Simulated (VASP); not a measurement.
Write the native input for VASP 6.6.1 that does the following.

| Item | Value |
| --- | --- |
| Task | single point |
| Functional | LDA |
| Potentials or basis | VASP PAW LDA potentials, release 64 (Mg) |
| Cutoff | 520 eV |
| k mesh | 18 × 18 × 10 |
| Occupations | gaussian, width 0.1 eV |
| Spin | no spin polarisation |
| Dipole correction | no |
| Further INCAR settings | ALGO = Normal; EDIFF = 1e-06; NBANDS = 9 |

The structure of Mg lies in POSCAR:

```
Mg
1.0
    2.7775929351      0.0000000000      0.0000000000
   -1.3887964676      2.4054660432      0.0000000000
    0.0000000000      0.0000000000      4.4841918494
Mg
2
Direct
    0.3333333333      0.6666666667      0.2500000000
    0.6666666667      0.3333333333      0.7500000000
```

These files were run (other wordings do the same):

INCAR

```
SYSTEM = Mg
ALGO     = Normal         ! electronic algorithm
EDIFF    = 1E-6           ! SCF threshold, eV
ENCUT    = 520            ! plane-wave cutoff, eV
ISIF     = 2              ! what is computed and relaxed
ISMEAR   = 0              ! smearing method
LASPH    = .True.         ! aspherical terms in the spheres
LCHARG   = .False.        ! write CHGCAR
LREAL    = .False.        ! projectors in reciprocal space
LWAVE    = .False.        ! write WAVECAR
NBANDS   = 9              ! bands
NELM     = 60             ! most SCF steps
PREC     = Accurate       ! precision mode
SIGMA    = 0.1            ! smearing width, eV
```

KPOINTS

```
k-points
0
Gamma
  18 18 10
  0 0 0
```

Potentials or basis: VASP PAW LDA potentials, release 64 (Mg).

Launch:

```console
$ cat potpaw_LDA.64/Mg/POTCAR > POTCAR
$ mpirun -np 1 vasp_std > vasp.out
```

It gave:

- Pressure: 30.0 GPa
- Band gap on the k mesh: zero (band 2 reaches 6.11 eV, above the bottom of band 3 at 3.92 eV)

It took 14 s on 1 thread of Intel(R) Xeon(R) 6975P-C (Granite Rapids), on a shared host, peak memory 0.18 GiB.
